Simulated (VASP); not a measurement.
Here is a VASP 6.6.1 calculation.

INCAR

```
PREC     = Accurate       # precision mode
ENCUT    = 750            # plane-wave cutoff, eV
EDIFF    = 1E-6           # SCF threshold, eV
ISMEAR   = -1             # smearing method
SIGMA    = 0.02           # smearing width, eV
LREAL    = False          # projectors in reciprocal space
LASPH    = True           # aspherical terms in the spheres
NELM     = 120            # most SCF steps
ALGO     = Normal         # electronic algorithm
ISIF     = 2              # what is computed and relaxed
LWAVE    = False          # write WAVECAR
LCHARG   = False          # write CHGCAR
GGA      = CA             # functional
NBANDS   = 13             # bands
GGA_COMPAT= False
```

Contents of KPOINTS:

```
Automatic mesh
0
Gamma
  7 7 7
```

Contents of POSCAR:

```
Li2S
1.0
    0.0285400000      2.8682700000      2.8682700000
    2.8682700000      0.0285400000      2.8682700000
    2.8682700000      2.8682700000      0.0285400000
Li S
2 1
Direct
    0.2500000000      0.2500000000      0.2500000000
    0.7500000000      0.7500000000      0.7500000000
    0.0000000000      0.0000000000      0.0000000000
```

Potentials or basis: VASP PAW LDA potentials, release 64 (Li_sv, S).

Command:

```bash
$ cat potpaw_LDA.64/Li_sv/POTCAR potpaw_LDA.64/S/POTCAR > POTCAR
$ mpirun -np 1 vasp_std > vasp.out
```

(1) Predict the band gap on the k mesh.

(2) Estimate the largest force.

(3) What does it give for the pressure?

Results:

(1) 3.31 eV, indirect (least direct gap 4.02 eV).

(2) 0.011 eV/Å.

(3) -3.1 GPa.

Caveat: the cell differs from its parent crystal (equal xy, yz and zx shear strains of +1 %).
